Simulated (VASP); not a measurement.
# Li8Mg16CO2 in VASP: further runs

Runs on Li8Mg16CO2. Level: PBE+D3(BJ). Tasks: single point.

All numbers are computed with VASP 6.6.1; they aren't measurements. Logs are shortened: lines on timing, memory, paths and dates and some standing lists are left out, and cuts for length are marked.

**1. The cell of the first run**

The cell holds a slab with vacuum, 27 atoms: a = 9.379 Å, b = 10.094 Å, c = 17.541 Å, α = 90.00°, β = 90.00°, γ = 90.00°.

**2. Single point, PBE+D3(BJ)**

Contents of INCAR:

```
  ALGO = Normal
  EDIFF = 1E-7
  ENCUT = 520
  GGA = PE
  ISIF = 2
  ISMEAR = -1
  IVDW = 12
  LASPH = True
  LCHARG = False
  LREAL = Auto
  LWAVE = False
  NBANDS = 55
  NELM = 60
  PREC = Accurate
  SIGMA = 0.1
```

Contents of KPOINTS:

```
k-points
0
Gamma
  2 2 1
```

Contents of POSCAR:

```
Li8Mg16CO2
1.0
    9.3790480000      0.0000000000      0.0000000000
    0.0000000000     10.0936900000      0.0000000000
    0.0000000000      0.0000000000     17.5407100000
Li Mg C O
8 16 1 2
Direct
    0.6666667000      0.2500000000      0.0570102000
    0.3333333000      0.2500000000      0.0570102000
    0.1706123951      0.2499293753      0.2009812523
    0.8300477661      0.2499762700      0.2026053924
    0.6666667000      0.7500000000      0.0570102000
    0.3333333000      0.7500000000      0.0570102000
    0.1704548184      0.7499508867      0.2030106674
    0.8300716167      0.7499336377      0.2027003109
    0.4998214330     -0.0004350300      0.0956699455
    0.1702974673     -0.0002003286      0.0942422719
    0.8302425504     -0.0000453431      0.0935406181
    0.0000000000      0.2500000000      0.0570102000
    1.0000800577      0.0010284973      0.2438862564
    0.6710442154      0.0003959482      0.2493847140
    0.3298364024      0.0010954975      0.2508361465
    0.5006016164      0.2500073315      0.2010442775
    0.4998357062      0.5004458972      0.0955418487
    0.1702970762      0.5001797779      0.0942316923
    0.8301336866      0.5000251376      0.0936038574
    0.0000000000      0.7500000000      0.0570102000
    1.0000430456      0.4988825875      0.2438929850
    0.6708624637      0.4994849644      0.2495071558
    0.3298312008      0.4987168869      0.2507125139
    0.4996875027      0.7499426994      0.2028725051
    0.3416702532      0.2449875573      0.4159497368
    0.3441015639      0.1288984976      0.4145979726
    0.3389393303      0.3609998069      0.4171455831
```

Potentials or basis: VASP PAW PBE potentials, release 64 (Li_sv, Mg, C, O).

On the command line:

```console
$ cat potpaw_PBE.64/Li_sv/POTCAR potpaw_PBE.64/Mg/POTCAR potpaw_PBE.64/C/POTCAR potpaw_PBE.64/O/POTCAR > POTCAR
$ mpirun -np 1 vasp_std > vasp.out
```

OUTCAR:

```text
EDIFF = 1E-7
   ENCUT = 520
   GGA = PE
   ISIF = 2
   ISMEAR = -1
   IVDW = 12
   LASPH = True
   LREAL = Auto
   NELM = 60
   PREC = Accurate
 IVDW          = 12

 ion  position               nearest neighbor table
   1  0.667  0.250  0.057-  16 2.97  19 3.02  11 3.02  17 3.05   9 3.05  12 3.13
   2  0.333  0.250  0.057-  16 2.97  18 3.02  10 3.02  17 3.05   9 3.05  12 3.13
   3  0.171  0.250  0.201-  12 2.99  23 3.05  15 3.05  13 3.07  21 3.07  16 3.09
   4  0.830  0.250  0.203-  12 3.01  14 3.04  22 3.04  21 3.06  13 3.06  16 3.09
   5  0.667  0.750  0.057-  24 3.00  19 3.02  11 3.02  17 3.04   9 3.04  20 3.13
   6  0.333  0.750  0.057-  24 3.00  10 3.02  18 3.02  17 3.04   9 3.04  20 3.13
   7  0.170  0.750  0.203-  20 3.02  15 3.06  23 3.06  13 3.08  21 3.08  24 3.09
   8  0.830  0.750  0.203-  20 3.01  14 3.05  22 3.05  21 3.08  13 3.08  24 3.10
   9  0.500  1.000  0.096-   6 3.04   5 3.04   2 3.05   1 3.05  10 3.09  11 3.10  16 3.13  14 3.14
                            24 3.14  15 3.15
  10  0.170  1.000  0.094-   6 3.02   2 3.02  20 3.06  12 3.06  13 3.07   9 3.09  15 3.13  11 3.19
[... 25 lines left out ...]
  23  0.330  0.499  0.251-   3 3.05   7 3.06  21 3.10  16 3.10  24 3.11  18 3.13  17 3.15  22 3.20

  24  0.500  0.750  0.203-   6 3.00   5 3.00   7 3.09   8 3.10  22 3.10  14 3.10  15 3.11  23 3.11
                             9 3.14  17 3.14
  25  0.342  0.245  0.416-  27 1.17  26 1.17
  26  0.344  0.129  0.415-  25 1.17
  27  0.339  0.361  0.417-  25 1.17

  LATTYP: Found a simple orthorhombic cell.
 ALAT       =     9.3790480000
 B/A-ratio  =     1.0761955798
 C/A-ratio  =     1.8702015386

  Lattice vectors:

 A1 = (   9.3790480000,   0.0000000000,   0.0000000000)
 A2 = (   0.0000000000,  10.0936900000,   0.0000000000)
 A3 = (   0.0000000000,   0.0000000000,  17.5407100000)

Analysis of symmetry for initial positions (statically):
=====================================================================
 Subroutine PRICEL returns:
 Original cell was already a primitive cell.

 Routine SETGRP: Setting up the symmetry group for a
 simple orthorhombic supercell.

 Subroutine GETGRP returns: Found  1 space group operations
 (whereof  1 operations were pure point group operations)
 out of a pool of  8 trial point group operations.

The static configuration has the point symmetry C_1 .

Analysis of symmetry for dynamics (positions and initial velocities):
=====================================================================
 Subroutine PRICEL returns:
 Original cell was already a primitive cell.

 Routine SETGRP: Setting up the symmetry group for a
 simple orthorhombic supercell.
[... 140 lines left out ...]
   ISIF   =      2    stress and relaxation
   ISYM   =      2    0-nonsym 1-usesym 2-fastsym
   POTIM  = 0.5000    time-step for ionic-motion
   TEBEG  =    0.0;   TEEND  =   0.0 temperature during run
   PSTRESS=    0.0 pullay stress
   NELECT =      72.0000    total number of electrons
   NUPDOWN=      -1.0000    fix difference up-down
   EMIN   =  10.00;   EMAX   =-10.00  energy-range for DOS
   EFERMI =   0.00;   METHOD = LEGACY
   ISMEAR =    -1;   SIGMA  =   0.10  broadening in eV -4-tet -1-fermi 0-gaus
   EFERMI_NEDOS =   21; number of points for ismear=-14 and -15
   IALGO  =     38    algorithm
   IMIX   =      4    mixing-type and parameters
     AMIX     =   0.40;   BMIX     =  1.00
     AMIX_MAG =   1.60;   BMIX_MAG =  1.00
  volume/ion in A,a.u.               =      61.50       415.04
  Fermi-wavevector in a.u.,A,eV,Ry     =   0.575131  1.086841  4.500481  0.330776
  Thomas-Fermi vector in A             =   1.617102
   LORBIT       =      0    0 simple, 1 ext, 2 COOP (PROOUT), +10 PAW based schemes
   GGA     = PE    functional components
   LHFCALC =     F    Hartree Fock is set to
   AEXX    =    0.0000 exact exchange contribution
   IVDW    =    12    specifies the selected vdW correction
   LEPSILON=     F    determine dielectric tensor
   LRPA    =     F    only Hartree local field effects (RPA)
 non-spin polarized calculation
  energy-cutoff  :      520.00
  volume of cell :     1660.57
 maximum number of plane-waves:     44815
 NGX is ok and might be reduce to    70
   NGX = 35   NGY = 37   NGZ = 65

 number of electron      72.0000046 magnetization

 Free energy of the ion-electron system (eV)
  ---------------------------------------------------
  ext. energy  EPLUGINS =         0.00000000
  ---------------------------------------------------
  free energy    TOTEN  =       -55.97958772 eV

  energy without entropy =      -55.46183620  energy(sigma->0) =      -55.72071196

 E-fermi :  -1.5821     XC(G=0):  -3.7173

 val. band max:       -1.5829424333   @ k =   0.5000   0.5000   0.0000
 cond. band min:      -1.5131679271   @ k =   0.0000   0.5000   0.0000
 fundamental gap:      0.0697745062
 Fermi energy:        -1.5821135182

 k-point     1 :       0.0000    0.0000    0.0000
  band No.  band energies     occupation
      1     -48.3783      2.00000
      2     -48.3741      2.00000
      3     -48.3713      2.00000
      4     -48.3707      2.00000
      5     -48.0953      2.00000
      6     -48.0934      2.00000
[... 193 lines left out ...]
     47       0.2107      0.00000
     48       0.2243      0.00000
 [bands above 48 left out]

------------------------ aborting loop because EDIFF is reached ----------------------------------------

 Edisp (eV)   -3.81572

 E8    (eV) :    -1.7204

  FORCE on cell =-STRESS in cart. coord.  units (eV):
  Direction    XX          YY          ZZ          XY          YZ          ZX
  --------------------------------------------------------------------------------------
  -------------------------------------------------------------------------------------
  Total      -5.54936    -3.29509    -0.37738    -0.02800     0.02551    -0.00159
  in kB      -5.35423    -3.17923    -0.36411    -0.02701     0.02461    -0.00154
  external pressure =       -2.97 kB  Pullay stress =        0.00 kB

 VOLUME and BASIS-vectors are now :
 -----------------------------------------------------------------------------
  energy-cutoff  :      520.00
  volume of cell :     1660.57
      direct lattice vectors                 reciprocal lattice vectors
     9.379048000  0.000000000  0.000000000     0.106620629  0.000000000  0.000000000
     0.000000000 10.093690000  0.000000000     0.000000000  0.099071796  0.000000000
     0.000000000  0.000000000 17.540710000     0.000000000  0.000000000  0.057010235

 POSITION                                       TOTAL-FORCE (eV/Angst)
 -----------------------------------------------------------------------------------
      6.25270      2.52342      1.00000         0.092543     -0.000373     -0.031113
      3.12635      2.52342      1.00000        -0.080805      0.000224     -0.039814
      1.60018      2.52271      3.52535         0.000454     -0.000193      0.004033
      7.78506      2.52318      3.55384         0.000718     -0.000400      0.001937
      6.25270      7.57027      1.00000         0.080501      0.000112     -0.012892
      3.12635      7.57027      1.00000        -0.080565     -0.000869     -0.030155
[... 19 lines left out ...]
      3.22735      1.30106      7.27234         0.009351     -0.601113     -0.017635
      3.17893      3.64382      7.31703        -0.012875      0.607898      0.002667
 -----------------------------------------------------------------------------------
    total drift:                               -0.002779      0.005005     -0.002689

  FREE ENERGIE OF THE ION-ELECTRON SYSTEM (eV)
  ---------------------------------------------------
  free  energy   TOTEN  =       -59.7953097145 eV

  energy  without entropy=      -59.2775581899  energy(sigma->0) =      -59.53643395
```

OSZICAR:

```text
N       E                     dE             d eps       ncg     rms          rms(c)
DAV:   1     0.349285338246E+03    0.34929E+03   -0.24672E+04   544   0.932E+02
DAV:   2     0.365646746134E+02   -0.31272E+03   -0.29625E+03   581   0.200E+02
DAV:   3    -0.411079391108E+02   -0.77673E+02   -0.74853E+02   730   0.716E+01
[... 16 lines left out ...]
DAV:  20    -0.559795851824E+02   -0.12836E-04   -0.15068E-06   464   0.202E-03    0.299E-04
DAV:  21    -0.559795869428E+02   -0.17604E-05   -0.26996E-07   440   0.907E-04    0.148E-04
DAV:  22    -0.559795874797E+02   -0.53693E-06   -0.94962E-08   376   0.569E-04    0.937E-05
DAV:  23    -0.559795876602E+02   -0.18047E-06   -0.41342E-08   408   0.397E-04    0.510E-05
DAV:  24    -0.559795877235E+02   -0.63281E-07   -0.57151E-09   312   0.248E-04
   1 F= -.59795310E+02 E0= -.59536434E+02  d E =-.517752E+00
```

stdout:

```text
POSCAR found type information on POSCAR LiMgC O
 POSCAR found :  4 types and      27 ions
 scaLAPACK will be used
 LDA part: xc-table for (Slater+PW92), standard interpolation
 POSCAR, INCAR and KPOINTS ok, starting setup
 FFT: planning ... GRIDC
 FFT: planning ... GRID_SOFT
 FFT: planning ... GRID
 WAVECAR not read
 entering main loop
```

Wall time 15 min (1 thread of Oxide Virtual Turin-like, shared host); peak memory 1.4 GiB.

Results:

| Property | Result |
| --- | --- |
| Free energy | -59.7953 eV |
| Largest force | 0.608 eV/Å |
| Band gap on the k mesh | zero (bands 36 and 37 overlap by 0.26 eV) |
| Dispersion energy per atom | -0.141 eV |

Forces on the atoms (eV/Å):
```
Li   0.093  0.000 -0.031
Li  -0.081  0.000 -0.040
Li   0.000  0.000  0.004
Li   0.001  0.000  0.002
Li   0.081  0.000 -0.013
Li  -0.081 -0.001 -0.030
Li   0.000  0.000  0.001
Li   0.001  0.000  0.002
Mg   0.000  0.000  0.009
Mg  -0.003  0.000  0.005
Mg   0.003  0.000  0.004
Mg  -0.008  0.000  0.051
Mg   0.000  0.000 -0.005
Mg  -0.002  0.000 -0.007
Mg   0.003  0.001 -0.004
Mg  -0.001  0.000  0.001
Mg   0.000  0.000  0.010
Mg  -0.003  0.000  0.005
Mg   0.003  0.000  0.005
Mg  -0.002 -0.001  0.065
Mg   0.000 -0.001 -0.004
Mg  -0.002 -0.001 -0.008
Mg   0.002 -0.001 -0.005
Mg   0.000  0.000 -0.001
C    0.000 -0.001 -0.002
O    0.009 -0.601 -0.018
O   -0.013  0.608  0.003
```

Levels at points of the mesh, in eV from the Fermi level:
```
           k point  band 33  band 34  band 35  band 36  band 37  band 38  band 39  band 40
(0.00, 0.00, 0.00)    -0.60    -0.56    -0.08     0.13     0.49     0.57     0.59     0.73
(0.50, 0.00, 0.00)    -0.34    -0.25    -0.21    -0.17    -0.14    -0.11    -0.08     0.54
(0.00, 0.50, 0.00)    -0.49    -0.49    -0.28    -0.26     0.07     0.10     0.61     0.63
(0.50, 0.50, 0.00)    -0.04    -0.03    -0.01     0.00     0.13     0.16     0.29     0.33
```

Caveat: the cutoff is under 1.25 times the usual one of these potentials, so pressure, stress and relaxed cells hold a basis-set (Pulay) error; there is no dipole correction, which matters where the two faces differ.

**3. Single point, PBE+D3(BJ)**

Contents of INCAR:

```
SYSTEM = Li8Mg16CO2
ALGO     = Normal         ! electronic algorithm
EDIFF    = 1E-6           ! SCF threshold, eV
ENCUT    = 520            ! plane-wave cutoff, eV
GGA      = PE             ! functional
ISIF     = 2              ! what is computed and relaxed
ISMEAR   = -1             ! smearing method
IVDW     = 12             ! dispersion correction
LASPH    = .True.         ! aspherical terms in the spheres
LCHARG   = .False.        ! write CHGCAR
LREAL    = Auto         
LWAVE    = .False.        ! write WAVECAR
NBANDS   = 55             ! bands
NELM     = 80             ! most SCF steps
PREC     = Accurate       ! precision mode
SIGMA    = 0.1            ! smearing width, eV
```

Contents of KPOINTS:

```
k-points
0
Gamma
  2 2 1
  0 0 0
```

Contents of POSCAR:

```
Li8Mg16CO2
1.0
    9.3790480000      0.0000000000      0.0000000000
    0.0000000000     10.0936900000      0.0000000000
    0.0000000000      0.0000000000     17.5407100000
Li Mg C O
8 16 1 2
Direct
    0.6666667022      0.2500000495      0.0570101780
    0.3333332978      0.2500000495      0.0570101780
    0.1706124118      0.2499294113      0.2009812602
    0.8300477831      0.2499762723      0.2026053677
    0.6666667022      0.7499999505      0.0570101780
    0.3333332978      0.7499999505      0.0570101780
    0.1704548265      0.7499509099      0.2030106535
    0.8300716661      0.7499336714      0.2027002898
    0.4998214104     -0.0004350243      0.0956699586
    0.1702974545     -0.0002003232      0.0942422513
    0.8302425790     -0.0000453749      0.0935406263
    0.0000000000      0.2500000495      0.0570101780
    1.0000800721      0.0010284643      0.2438862509
    0.6710442254      0.0003959900      0.2493847170
    0.3298363544      0.0010955359      0.2508361406
    0.5006016602      0.2500072818      0.2010442565
    0.4998356976      0.5004459222      0.0955418566
    0.1702970280      0.5001798153      0.0942317044
    0.8301337193      0.5000251642      0.0936038507
    0.0000000000      0.7499999505      0.0570101780
    1.0000430747      0.4988825692      0.2438929781
    0.6708624372      0.4994849257      0.2495071750
    0.3298312366      0.4987169212      0.2507124854
    0.4996874949      0.7499426870      0.2028725177
    0.3416702847      0.2449875120      0.4159497535
    0.3441015549      0.1288985495      0.4145979838
    0.3389393039      0.3609997929      0.4171456001
```

Potentials or basis: VASP PAW PBE potentials, release 64 (Li_sv, Mg, C, O).

On the command line:

```console
$ cat potpaw_PBE.64/Li_sv/POTCAR potpaw_PBE.64/Mg/POTCAR potpaw_PBE.64/C/POTCAR potpaw_PBE.64/O/POTCAR > POTCAR
$ mpirun -np 1 vasp_std > vasp.out
```

OUTCAR:

```text
SYSTEM = Li8Mg16CO2
   EDIFF = 1E-6
   ENCUT = 520
   GGA = PE
   ISIF = 2
   ISMEAR = -1
   IVDW = 12
   LASPH = .True.
   LREAL = Auto
   NELM = 80
   PREC = Accurate
 IVDW          = 12

 ion  position               nearest neighbor table
   1  0.667  0.250  0.057-  16 2.97  19 3.02  11 3.02  17 3.05   9 3.05  12 3.13
   2  0.333  0.250  0.057-  16 2.97  18 3.02  10 3.02  17 3.05   9 3.05  12 3.13
   3  0.171  0.250  0.201-  12 2.99  23 3.05  15 3.05  13 3.07  21 3.07  16 3.09
   4  0.830  0.250  0.203-  12 3.01  14 3.04  22 3.04  21 3.06  13 3.06  16 3.09
[... 476 lines left out ...]
  Total      -5.54924    -3.29501    -0.37720    -0.02800     0.02551    -0.00159
  in kB      -5.35412    -3.17915    -0.36394    -0.02701     0.02461    -0.00154
  external pressure =       -2.97 kB  Pullay stress =        0.00 kB

 VOLUME and BASIS-vectors are now :
 -----------------------------------------------------------------------------
  energy-cutoff  :      520.00
  volume of cell :     1660.57
      direct lattice vectors                 reciprocal lattice vectors
     9.379048000  0.000000000  0.000000000     0.106620629  0.000000000  0.000000000
     0.000000000 10.093690000  0.000000000     0.000000000  0.099071796  0.000000000
     0.000000000  0.000000000 17.540710000     0.000000000  0.000000000  0.057010235

 POSITION                                       TOTAL-FORCE (eV/Angst)
 -----------------------------------------------------------------------------------
      6.25270      2.52342      1.00000         0.092546     -0.000373     -0.031104
      3.12635      2.52342      1.00000        -0.080807      0.000226     -0.039804
      1.60018      2.52271      3.52535         0.000452     -0.000192      0.004035
      7.78506      2.52318      3.55384         0.000718     -0.000398      0.001940
      6.25270      7.57027      1.00000         0.080498      0.000114     -0.012883
      3.12635      7.57027      1.00000        -0.080562     -0.000867     -0.030146
[... 19 lines left out ...]
      3.22735      1.30106      7.27234         0.009354     -0.601168     -0.017660
      3.17893      3.64382      7.31703        -0.012871      0.607793      0.002660
 -----------------------------------------------------------------------------------
    total drift:                               -0.002777      0.004966     -0.002678

  FREE ENERGIE OF THE ION-ELECTRON SYSTEM (eV)
  ---------------------------------------------------
  free  energy   TOTEN  =       -59.7953090812 eV

  energy  without entropy=      -59.2775569968  energy(sigma->0) =      -59.53643304
```

Run time: 23 min. Hardware: 1 thread of Oxide Virtual Turin-like, shared host; peak memory 1.4 GiB.

What came out:

```
Free energy                : -59.7953 eV
Largest force              : 0.608 eV/Å
Band gap on the k mesh     : zero (bands 36 and 37 overlap by 0.26 eV)
Dispersion energy per atom : -0.141 eV
```

Forces in eV/Å, atoms in the order of the input:
```
Li   0.093  0.000 -0.031
Li  -0.081  0.000 -0.040
Li   0.000  0.000  0.004
Li   0.001  0.000  0.002
Li   0.080  0.000 -0.013
Li  -0.081 -0.001 -0.030
Li   0.000  0.000  0.001
Li   0.001  0.000  0.002
Mg   0.000  0.000  0.009
Mg  -0.003  0.000  0.005
Mg   0.003  0.000  0.004
Mg  -0.008  0.000  0.051
Mg   0.000  0.000 -0.005
Mg  -0.002  0.000 -0.007
Mg   0.003  0.001 -0.004
Mg  -0.001  0.000  0.001
Mg   0.000  0.000  0.010
Mg  -0.003  0.000  0.005
Mg   0.003  0.000  0.005
Mg  -0.002 -0.001  0.065
Mg   0.000 -0.001 -0.004
Mg  -0.002 -0.001 -0.008
Mg   0.002 -0.001 -0.005
Mg   0.000  0.000 -0.001
C    0.000 -0.001 -0.002
O    0.009 -0.601 -0.018
O   -0.013  0.608  0.003
```

Levels at points of the mesh, in eV from the Fermi level:
| k point | band 34 | band 35 | band 36 | band 37 | band 38 | band 39 |
| --- | --- | --- | --- | --- | --- | --- |
| (0.00, 0.00, 0.00) | -0.56 | -0.08 | 0.13 | 0.49 | 0.57 | 0.59 |
| (0.50, 0.00, 0.00) | -0.25 | -0.21 | -0.17 | -0.14 | -0.11 | -0.08 |
| (0.00, 0.50, 0.00) | -0.49 | -0.28 | -0.26 | 0.07 | 0.10 | 0.61 |
| (0.50, 0.50, 0.00) | -0.03 | -0.01 | 0.00 | 0.13 | 0.16 | 0.29 |

Caveat: the cutoff is under 1.25 times the usual one of these potentials, so pressure, stress and relaxed cells hold a basis-set (Pulay) error; there is no dipole correction, which matters where the two faces differ.

The gap in the log of VASP goes by the Fermi energy; the results here count the filled bands.